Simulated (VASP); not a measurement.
# SrO (Fm-3m) in VASP: further runs

Runs on SrO. Level: r2SCAN. Tasks: single point.

Everything below comes from runs of VASP 6.6.1. Logs are shortened: lines on timing, memory, paths and dates and some standing lists are left out, and cuts for length are marked.

### 1 The cell of the first run

Symmetry: Fm-3m, No. 225, cubic system. The conventional cell has a = 5.055 Å, b = 5.055 Å, c = 5.055 Å, α = 90.00°, β = 90.00°, γ = 90.00°. Sr (site symmetry m-3m) has 6 O at 2.53 Å within 3.3 Å. O (site symmetry m-3m) has 6 Sr at 2.53 Å within 3.3 Å.

### 2 Single point, r2SCAN (volume scaled by 0.94)

POSCAR reads:

```
SrO
1.0
    0.0000000000      2.5276385977      2.5276385977
    2.5276385977      0.0000000000      2.5276385977
    2.5276385977      2.5276385977      0.0000000000
Sr O
1 1
Direct
    0.5000000000      0.5000000000      0.5000000000
    0.0000000000      0.0000000000      0.0000000000
```

INCAR.step1 reads:

```
PREC = Accurate ; ENCUT = 520
ISMEAR = 0 ; SIGMA = 0.02
LREAL = False ; LASPH = True
NELM = 100 ; NBANDS = 15
GGA = PE ; ALGO = Normal
EDIFF = 1E-4 ; LWAVE = True
LCHARG = False
```

INCAR.step2 reads:

```
PREC = Accurate ; ENCUT = 520
EDIFF = 1E-6 ; ISMEAR = 0
SIGMA = 0.02 ; LREAL = False
LASPH = True ; NELM = 100
ALGO = Normal ; ISIF = 2
LWAVE = False ; LCHARG = False
METAGGA = R2SCAN ; LMIXTAU = True
NBANDS = 15 ; ISTART = 1
```

KPOINTS reads:

```
Automatic mesh
0
Gamma
  8 8 8
```

Potentials or basis: VASP PAW PBE potentials, release 64 (Sr_sv, O).

The run is started by

```bash
$ cat potpaw_PBE.64/Sr_sv/POTCAR potpaw_PBE.64/O/POTCAR > POTCAR
$ cp INCAR.step1 INCAR
$ mpirun -np 1 vasp_std > vasp.out
$ cp INCAR.step2 INCAR
$ mpirun -np 1 vasp_std > vasp.out
```

OUTCAR:

```text
PREC = Accurate
   ENCUT = 520
   EDIFF = 1E-6
   ISMEAR = 0
   LREAL = False
   LASPH = True
   NELM = 100
   ISIF = 2
   METAGGA = R2SCAN
   ISTART = 1

 ion  position               nearest neighbor table
   1  0.500  0.500  0.500-   2 2.53   2 2.53   2 2.53   2 2.53   2 2.53   2 2.53
   2  0.000  0.000  0.000-   1 2.53   1 2.53   1 2.53   1 2.53   1 2.53   1 2.53

  LATTYP: Found a face centered cubic cell.
 ALAT       =     5.0552771954

  Lattice vectors:

 A1 = (   0.0000000000,   2.5276385977,   2.5276385977)
 A2 = (   2.5276385977,   0.0000000000,   2.5276385977)
 A3 = (   2.5276385977,   2.5276385977,   0.0000000000)

Analysis of symmetry for initial positions (statically):
=====================================================================
 Subroutine PRICEL returns:
 Original cell was already a primitive cell.

 Routine SETGRP: Setting up the symmetry group for a
 face centered cubic supercell.

 Subroutine GETGRP returns: Found 48 space group operations
[... 9 lines left out ...]

 Routine SETGRP: Setting up the symmetry group for a
 face centered cubic supercell.

 Subroutine GETGRP returns: Found 48 space group operations
[... 11 lines left out ...]
                                     Primitive cell

  volume of cell :      32.2979

  direct lattice vectors                    reciprocal lattice vectors
     0.000000000  2.527638598  2.527638598    -0.197813089  0.197813089  0.197813089
     2.527638598  0.000000000  2.527638598     0.197813089 -0.197813089  0.197813089
     2.527638598  2.527638598  0.000000000     0.197813089  0.197813089 -0.197813089

  length of vectors
     3.574620786  3.574620786  3.574620786     0.342622321  0.342622321  0.342622321

  position of ions in fractional coordinates (direct lattice)
     0.500000000  0.500000000  0.500000000
     0.000000000  0.000000000  0.000000000

  ion indices of the primitive-cell ions
   primitive index   ion index
                 1           1
                 2           2

----------------------------------------------------------------------------------------

 KPOINTS: Automatic mesh

Automatic generation of k-mesh.
 Grid dimensions read from file:
 generate k-points for:    8    8    8

 Generating k-lattice:

  Cartesian coordinates                     Fractional coordinates (reciprocal lattice)
    -0.024726636  0.024726636  0.024726636     0.125000000  0.000000000  0.000000000
     0.024726636 -0.024726636  0.024726636     0.000000000  0.125000000  0.000000000
[... 66 lines left out ...]
   POTIM  = 0.5000    time-step for ionic-motion
   TEBEG  =    0.0;   TEEND  =   0.0 temperature during run
   PSTRESS=    0.0 pullay stress
   NELECT =      16.0000    total number of electrons
   NUPDOWN=      -1.0000    fix difference up-down
   EMIN   =  10.00;   EMAX   =-10.00  energy-range for DOS
   EFERMI =   0.00;   METHOD = LEGACY
   ISMEAR =     0;   SIGMA  =   0.02  broadening in eV -4-tet -1-fermi 0-gaus
   EFERMI_NEDOS =   21; number of points for ismear=-14 and -15
   IALGO  =     38    algorithm
   IMIX   =      4    mixing-type and parameters
     AMIX     =   0.40;   BMIX     =  1.00
     AMIX_MAG =   1.60;   BMIX_MAG =  1.00
  volume/ion in A,a.u.               =      16.15       108.98
  Fermi-wavevector in a.u.,A,eV,Ry     =   1.295358  2.447872 22.829932  1.677953
  Thomas-Fermi vector in A             =   2.426883
   LORBIT       =      0    0 simple, 1 ext, 2 COOP (PROOUT), +10 PAW based schemes
   METAGGA = R2SCAN    functional components
   LHFCALC =     F    Hartree Fock is set to
   AEXX    =    0.0000 exact exchange contribution
   IVDW    =     0    specifies the selected vdW correction
   LEPSILON=     F    determine dielectric tensor
   LRPA    =     F    only Hartree local field effects (RPA)
 non-spin polarized calculation
 Gauss-broadening in eV      SIGMA  =   0.02
  energy-cutoff  :      520.00
  volume of cell :       32.30
 maximum number of plane-waves:       893
   NGX = 13   NGY = 13   NGZ = 13

 number of electron      15.9999996 magnetization

 Free energy of the ion-electron system (eV)
  ---------------------------------------------------
  ext. energy  EPLUGINS =         0.00000000
  ---------------------------------------------------
  free energy    TOTEN  =       -27.00639064 eV

  energy without entropy =      -27.00639064  energy(sigma->0) =      -27.00639064

 E-fermi :   1.8180     XC(G=0): -10.8520

 val. band max:        1.5873781099   @ k =   0.0000   0.0000   0.0000
 cond. band min:       5.2966098825   @ k =   0.5000   0.5000   0.0000
 fundamental gap:      3.7092317726
 Fermi energy:         1.8179644440

 k-point     1 :       0.0000    0.0000    0.0000
  band No.  band energies     occupation
      1     -31.7068      2.00000
      2     -14.5029      2.00000
      3     -12.6709      2.00000
      4     -12.6709      2.00000
      5     -12.6709      2.00000
      6       1.5874      2.00000
      7       1.5874      2.00000
      8       1.5874      2.00000
      9       6.6429      0.00000
     10       8.4777      0.00000
     11       8.4777      0.00000
     12       8.4777      0.00000
     13      10.9176      0.00000
     14      10.9176      0.00000
[... 401 lines left out ...]
      2     -15.6348      2.00000
      3     -13.1162      2.00000
      4     -12.9418      2.00000
      5     -11.9896      2.00000
      6      -0.0132      2.00000
      7       0.6839      2.00000
      8       0.7875      2.00000
      9       8.6943      0.00000
     10       9.0896      0.00000
     11      12.0508      0.00000
     12      12.0527      0.00000
     13      14.4323      0.00000
     14      15.8215      0.00000
     15      16.6512      0.00000

 [... further k-points ...]

------------------------ aborting loop because EDIFF is reached ----------------------------------------

  FORCE on cell =-STRESS in cart. coord.  units (eV):
  Direction    XX          YY          ZZ          XY          YZ          ZX
  --------------------------------------------------------------------------------------
  -------------------------------------------------------------------------------------
  Total        1.4706854      1.4706854      1.4706854     -0.0000000     -0.0000000      0.0000000
  in kB       72.9550607     72.9550607     72.9550607     -0.0000000     -0.0000000      0.0000000
  external PRESSURE =      72.9550607 kB  Pullay stress =       0.0000000 kB

 VOLUME and BASIS-vectors are now :
 -----------------------------------------------------------------------------
  energy-cutoff  :      520.00
  volume of cell :       32.30
      direct lattice vectors                 reciprocal lattice vectors
     0.000000000  2.527638598  2.527638598    -0.197813089  0.197813089  0.197813089
     2.527638598  0.000000000  2.527638598     0.197813089 -0.197813089  0.197813089
     2.527638598  2.527638598  0.000000000     0.197813089  0.197813089 -0.197813089

 POSITION                                       TOTAL-FORCE (eV/Angst)
 -----------------------------------------------------------------------------------
      2.52764      2.52764      2.52764         0.000000     -0.000000      0.000000
      0.00000      0.00000      0.00000        -0.000000      0.000000     -0.000000
 -----------------------------------------------------------------------------------
    total drift:                                0.000000      0.000000      0.000000

  FREE ENERGIE OF THE ION-ELECTRON SYSTEM (eV)
  ---------------------------------------------------
  free  energy   TOTEN  =       -27.0063906389 eV

  energy  without entropy=      -27.0063906389  energy(sigma->0) =      -27.00639064
```

OUTCAR.step1:

```text
PREC = Accurate
   ENCUT = 520
   ISMEAR = 0
   LREAL = False
   LASPH = True
[... 653 lines left out ...]
      2.52764      2.52764      2.52764         0.000000     -0.000000      0.000000
      0.00000      0.00000      0.00000        -0.000000      0.000000     -0.000000
 -----------------------------------------------------------------------------------
    total drift:                                0.000000      0.000000      0.000000

  FREE ENERGIE OF THE ION-ELECTRON SYSTEM (eV)
  ---------------------------------------------------
  free  energy   TOTEN  =       -11.9759967860 eV

  energy  without entropy=      -11.9759967860  energy(sigma->0) =      -11.97599679
```

It took 1.9 min on 1 thread of Intel Xeon Platinum 8259CL at 2.50GHz (Skylake/Cascade Lake), shared host; peak memory 0.17 GiB.

What came out:

```yaml
Free_energy: -27.0064 eV
Pressure: 7.3 GPa
Band_gap_on_the_k_mesh: 3.71 eV, indirect (least direct gap 3.76 eV)
```

Caveat: the cell differs from its parent crystal (volume scaled by 0.94); the PAW data sets were made with another functional, which shifts forces and pressure a little.

### 3 Single point, r2SCAN (volume scaled by 0.97)

POSCAR reads:

```
SrO
1.0
    0.0000000000      2.5542472752      2.5542472752
    2.5542472752      0.0000000000      2.5542472752
    2.5542472752      2.5542472752      0.0000000000
Sr O
1 1
Direct
    0.5000000000      0.5000000000      0.5000000000
    0.0000000000      0.0000000000      0.0000000000
```

INCAR.step1 reads:

```
PREC     = Accurate       # precision mode
ENCUT    = 520            # plane-wave cutoff, eV
ISMEAR   = 0              # smearing method
SIGMA    = 0.02           # smearing width, eV
LREAL    = False          # projectors in reciprocal space
LASPH    = True           # aspherical terms in the spheres
NELM     = 60             # most SCF steps
NBANDS   = 15             # bands
GGA      = PE             # functional
ALGO     = Normal         # electronic algorithm
EDIFF    = 1E-4           # SCF threshold, eV
LWAVE    = True           # write WAVECAR
LCHARG   = False          # write CHGCAR
```

INCAR.step2 reads:

```
PREC     = Accurate       # precision mode
ENCUT    = 520            # plane-wave cutoff, eV
EDIFF    = 1E-6           # SCF threshold, eV
ISMEAR   = 0              # smearing method
SIGMA    = 0.02           # smearing width, eV
LREAL    = False          # projectors in reciprocal space
LASPH    = True           # aspherical terms in the spheres
NELM     = 60             # most SCF steps
ALGO     = Normal         # electronic algorithm
ISIF     = 2              # what is computed and relaxed
LWAVE    = False          # write WAVECAR
LCHARG   = False          # write CHGCAR
METAGGA  = R2SCAN         # meta-GGA
LMIXTAU  = True         
NBANDS   = 15             # bands
ISTART   = 1
```

KPOINTS is that of step 2.

Potentials or basis: VASP PAW PBE potentials, release 64 (Sr_sv, O).

The run is started by

```bash
$ cat potpaw_PBE.64/Sr_sv/POTCAR potpaw_PBE.64/O/POTCAR > POTCAR
$ cp INCAR.step1 INCAR
$ mpirun -np 1 vasp_std > vasp.out
$ cp INCAR.step2 INCAR
$ mpirun -np 1 vasp_std > vasp.out
```

Wall time 1.7 min (1 thread of Intel Xeon Platinum 8259CL at 2.50GHz (Skylake/Cascade Lake), shared host); peak memory 0.17 GiB.

Results (log left out):

```
Free energy            : -27.0420 eV
Pressure               : 3.6 GPa
Band gap on the k mesh : 3.73 eV, indirect (least direct gap 3.80 eV)
```

Levels at points of the mesh, in eV from the valence-band top:
| k point | band 4 | band 5 | band 6 | band 7 | band 8 | band 9 | band 10 | band 11 | band 12 | band 13 |
| --- | --- | --- | --- | --- | --- | --- | --- | --- | --- | --- |
| (0.00, 0.00, 0.00) | -14.40 | -14.40 | 0.00 | 0.00 | 0.00 | 4.81 | 6.82 | 6.82 | 6.82 | 9.19 |
| (0.50, 0.00, 0.00) | -14.48 | -13.37 | -2.15 | -1.17 | -1.17 | 7.20 | 9.25 | 9.60 | 9.60 | 12.88 |
| (0.50, 0.50, 0.00) | -14.79 | -14.79 | -0.39 | -0.07 | -0.07 | 3.73 | 8.68 | 11.05 | 11.30 | 11.87 |

Caveat: the cell differs from its parent crystal (volume scaled by 0.97); the PAW data sets were made with another functional, which shifts forces and pressure a little.

### 4 Single point, r2SCAN

This run uses another cell than the first one, of 17.18 Å³/atom, 1.064 times its volume.

POSCAR reads:

```
SrO
1.0
    0.0000000000      2.5803128232      2.5803128232
    2.5803128232      0.0000000000      2.5803128232
    2.5803128232      2.5803128232      0.0000000000
Sr O
1 1
Direct
    0.5000000000      0.5000000000      0.5000000000
    0.0000000000      0.0000000000      0.0000000000
```

INCAR.step1 reads:

```
PREC = Accurate ; ENCUT = 520
ISMEAR = 0 ; SIGMA = 0.02
LREAL = False ; LASPH = True
NELM = 60 ; NBANDS = 15
GGA = PE ; ALGO = Normal
EDIFF = 1E-4 ; LWAVE = True
LCHARG = False
```

INCAR.step2 reads:

```
PREC = Accurate ; ENCUT = 520
EDIFF = 1E-6 ; ISMEAR = 0
SIGMA = 0.02 ; LREAL = False
LASPH = True ; NELM = 60
ALGO = Normal ; ISIF = 2
LWAVE = False ; LCHARG = False
METAGGA = R2SCAN ; LMIXTAU = True
NBANDS = 15 ; ISTART = 1
```

KPOINTS is that of step 3.

Potentials or basis: VASP PAW PBE potentials, release 64 (Sr_sv, O).

The run is started by

```bash
$ cat potpaw_PBE.64/Sr_sv/POTCAR potpaw_PBE.64/O/POTCAR > POTCAR
$ cp INCAR.step1 INCAR
$ mpirun -np 1 vasp_std > vasp.out
$ cp INCAR.step2 INCAR
$ mpirun -np 1 vasp_std > vasp.out
```

OUTCAR:

```text
PREC = Accurate
   ENCUT = 520
   EDIFF = 1E-6
   ISMEAR = 0
   LREAL = False
   LASPH = True
   NELM = 60
   ISIF = 2
   METAGGA = R2SCAN
   ISTART = 1

 ion  position               nearest neighbor table
   1  0.500  0.500  0.500-   2 2.58   2 2.58   2 2.58   2 2.58   2 2.58   2 2.58
   2  0.000  0.000  0.000-   1 2.58   1 2.58   1 2.58   1 2.58   1 2.58   1 2.58

  LATTYP: Found a face centered cubic cell.
 ALAT       =     5.1606256464

  Lattice vectors:

 A1 = (   0.0000000000,   2.5803128232,   2.5803128232)
 A2 = (   2.5803128232,   0.0000000000,   2.5803128232)
 A3 = (   2.5803128232,   2.5803128232,   0.0000000000)

Analysis of symmetry for initial positions (statically):
=====================================================================
 Subroutine PRICEL returns:
 Original cell was already a primitive cell.

 Routine SETGRP: Setting up the symmetry group for a
 face centered cubic supercell.

 Subroutine GETGRP returns: Found 48 space group operations
[... 9 lines left out ...]

 Routine SETGRP: Setting up the symmetry group for a
 face centered cubic supercell.

 Subroutine GETGRP returns: Found 48 space group operations
[... 11 lines left out ...]
                                     Primitive cell

[... 153 lines left out ...]
      7       1.2917      2.00000
      8       1.2917      2.00000
      9       5.8703      0.00000
     10       8.0445      0.00000
     11       8.0445      0.00000
     12       8.0445      0.00000
     13      10.3410      0.00000
     14      10.3410      0.00000
[... 401 lines left out ...]
      2     -15.7535      2.00000
      3     -13.6186      2.00000
      4     -13.4736      2.00000
      5     -12.5760      2.00000
      6      -0.2339      2.00000
      7       0.4450      2.00000
      8       0.5196      2.00000
      9       8.1663      0.00000
     10       8.5391      0.00000
     11      11.2168      0.00000
     12      11.3555      0.00000
     13      13.5471      0.00000
     14      14.8581      0.00000
     15      15.5491      0.00000

 [... further k-points ...]

------------------------ aborting loop because EDIFF is reached ----------------------------------------

  FORCE on cell =-STRESS in cart. coord.  units (eV):
  Direction    XX          YY          ZZ          XY          YZ          ZX
  --------------------------------------------------------------------------------------
  -------------------------------------------------------------------------------------
  Total        0.1030751      0.1030751      0.1030751      0.0000000      0.0000000     -0.0000000
  in kB        4.8063712      4.8063712      4.8063712      0.0000000      0.0000000     -0.0000000
  external PRESSURE =       4.8063712 kB  Pullay stress =       0.0000000 kB

 VOLUME and BASIS-vectors are now :
 -----------------------------------------------------------------------------
  energy-cutoff  :      520.00
  volume of cell :       34.36
      direct lattice vectors                 reciprocal lattice vectors
     0.000000000  2.580312823  2.580312823    -0.193774955  0.193774955  0.193774955
     2.580312823  0.000000000  2.580312823     0.193774955 -0.193774955  0.193774955
     2.580312823  2.580312823  0.000000000     0.193774955  0.193774955 -0.193774955

 POSITION                                       TOTAL-FORCE (eV/Angst)
 -----------------------------------------------------------------------------------
      2.58031      2.58031      2.58031        -0.000000      0.000000      0.000000
      0.00000      0.00000      0.00000         0.000000     -0.000000     -0.000000
 -----------------------------------------------------------------------------------
    total drift:                                0.000000      0.000000      0.000000

  FREE ENERGIE OF THE ION-ELECTRON SYSTEM (eV)
  ---------------------------------------------------
  free  energy   TOTEN  =       -27.0557870765 eV

  energy  without entropy=      -27.0557870765  energy(sigma->0) =      -27.05578708
```

OSZICAR.step1:

```text
N       E                     dE             d eps       ncg     rms          rms(c)
DAV:   1     0.632358193342E+02    0.63236E+02   -0.77501E+03   870   0.101E+03
DAV:   2    -0.108219833086E+02   -0.74058E+02   -0.68477E+02  1220   0.219E+02
DAV:   3    -0.141949342690E+02   -0.33730E+01   -0.33587E+01  1275   0.396E+01
DAV:   4    -0.142490062187E+02   -0.54072E-01   -0.54061E-01  1085   0.380E+00
DAV:   5    -0.142493022481E+02   -0.29603E-03   -0.29603E-03  1089   0.253E-01    0.161E+01
DAV:   6    -0.122001183750E+02    0.20492E+01   -0.67044E+00   891   0.194E+01    0.190E+01
DAV:   7    -0.120570411340E+02    0.14308E+00   -0.30188E-01  1010   0.487E+00    0.110E+01
DAV:   8    -0.120462278428E+02    0.10813E-01   -0.11916E-01  1101   0.345E+00    0.422E-01
DAV:   9    -0.120475794265E+02   -0.13516E-02   -0.58858E-03  1113   0.485E-01    0.233E-01
DAV:  10    -0.120480375921E+02   -0.45817E-03   -0.43647E-04   975   0.196E-01    0.867E-02
DAV:  11    -0.120481871919E+02   -0.14960E-03   -0.14940E-04   918   0.901E-02    0.275E-02
DAV:  12    -0.120482056122E+02   -0.18420E-04   -0.26660E-05   701   0.387E-02
   1 F= -.12048206E+02 E0= -.12048206E+02  d E =-.622478E-37
```

Wall time 1.8 min (1 thread of Intel Xeon Platinum 8259CL at 2.50GHz (Skylake/Cascade Lake), shared host); peak memory 0.17 GiB.

What came out:

* Free energy: -27.0558 eV
* Pressure: 0.5 GPa
* Band gap on the k mesh: 3.75 eV, indirect (least direct gap 3.84 eV)

Caveat: the PAW data sets were made with another functional, which shifts forces and pressure a little.

### 5 Summary

| cell | gap on the mesh (eV) | pressure (GPa) |
| --- | --- | --- |
| a = 3.575 Å, angles 60.0°, 2 atoms | 3.71 | 7.3 |
| a = 3.612 Å, angles 60.0°, 2 atoms | 3.73 | 3.6 |
| a = 3.649 Å, angles 60.0°, 2 atoms | 3.75 | 0.5 |

Alike in all rows: task single point; level r2SCAN; potentials or basis VASP PAW PBE potentials, release 64 (Sr_sv, O); no spin polarisation; k mesh 8 × 8 × 8; cutoff (eV) 520; smearing gaussian 0.02 eV.

Caveats: the PAW data sets were made with another functional, which shifts forces and pressure a little.

Absolute energies hang on the potentials; compare differences alone.
